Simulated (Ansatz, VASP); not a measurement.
**Te in VASP and in Ansatz**

Contents of INCAR:

```
SYSTEM = Te
PREC = Accurate
ENCUT = 500
EDIFF = 1E-6
ISMEAR = 0
SIGMA = 0.05
LREAL = .False.
LASPH = .True.
NELM = 200
ALGO = Normal
ISIF = 2
LWAVE = .False.
LCHARG = .False.
MAGMOM = 0 0 0 0 0 0 0 0 0
LORBIT = 11
LSORBIT = .True.
GGA_COMPAT = .False.
LORBMOM = .True.
GGA = PE
NBANDS = 31
```

KPOINTS

```
Automatic mesh
0
Gamma
  8 8 4
  0 0 0
```

The input POSCAR:

```
Te
1.0
    4.4411075167      0.0000000000      0.0000000000
   -2.2205537583      3.8461119304      0.0000000000
    0.0000000000      0.0000000000      5.9670932771
Te
3
Direct
    0.2735482655      0.0000000000      0.8333333333
    0.0000000000      0.2735482655      0.1666666667
    0.7264517345      0.7264517345      0.5000000000
```

Input for Ansatz:

```yaml
crystal:
  lattice:
    - [4.4411075167, 0.0, 0.0]
    - [-2.2205537583, 3.8461119304, 0.0]
    - [0.0, 0.0, 5.9670932771]
  atoms:
    - { symbol: Te, position: [0.2735482655, 0.0, 0.8333333333] }
    - { symbol: Te, position: [0.0, 0.2735482655, 0.1666666667] }
    - { symbol: Te, position: [0.7264517345, 0.7264517345, 0.5] }
basis:
  ecutwfc: 420
  ecutrho_ratio: 4
kpoints:
  mp_grid: { grid: [8, 8, 4] }
  band_path:
    path:
      - [[0.0, 0.0, 0.0], [0.5, 0.0, 0.0], [0.33333333, 0.33333333, 0.0], [0.0, 0.0, 0.0], [0.0, 0.0, 0.5], [0.5, 0.0, 0.5], [0.33333333, 0.33333333, 0.5], [0.0, 0.0, 0.5]]
      - [[0.5, 0.0, 0.5], [0.5, 0.0, 0.0]]
      - [[0.33333333, 0.33333333, 0.5], [0.33333333, 0.33333333, 0.0]]
    npoints: 10
hamiltonian:
  xc: pbe
scf:
  occupations: { method: gaussian, width: 0.05 }
output:
  forces: true
  stress: true
  eigenvalues: true
  populations: true
  eigenstates:
    nscf_kmesh: { grid: [12, 12, 8] }
    de_dk: true
    e_range: [-2.5, 2.961099436483]
  write_density: true
  write_potential: true
  elf: true
  volumetric_format: npy
magnetization:
  noncollinear: true
  spin_orbit: true
```

Alike in both runs: task single point; functional PBE; k mesh 8 × 8 × 4; occupations gaussian, width 0.05 eV; non-collinear spin, spin-orbit coupling.

```csv
,VASP,Ansatz
version,VASP 6.6.1,Ansatz 0.2.0
potentials or method,"VASP PAW PBE potentials, release 64 (Te), cutoff 500 eV","plane waves, PAW"
valence electrons in the cell,18,48
```

Ansatz gave:

```
pressure (GPa)                                                : 1.1
traceless stress, the component that is largest in VASP (GPa) : 0.18
rms of the force components (eV/Å)                            : 0.026
```

Task: What did VASP give for the same quantities?

Result: Pressure (GPa): 1.1; traceless stress, the component that is largest in VASP (GPa): 0.20; rms of the force components (eV/Å): 0.033.

Atom by atom the forces differ by 0.007 eV/Å (rms over components). VASP's potentials hold 18 valence electrons a cell and Ansatz's 48, so a difference there can come from the potentials and not from the codes.
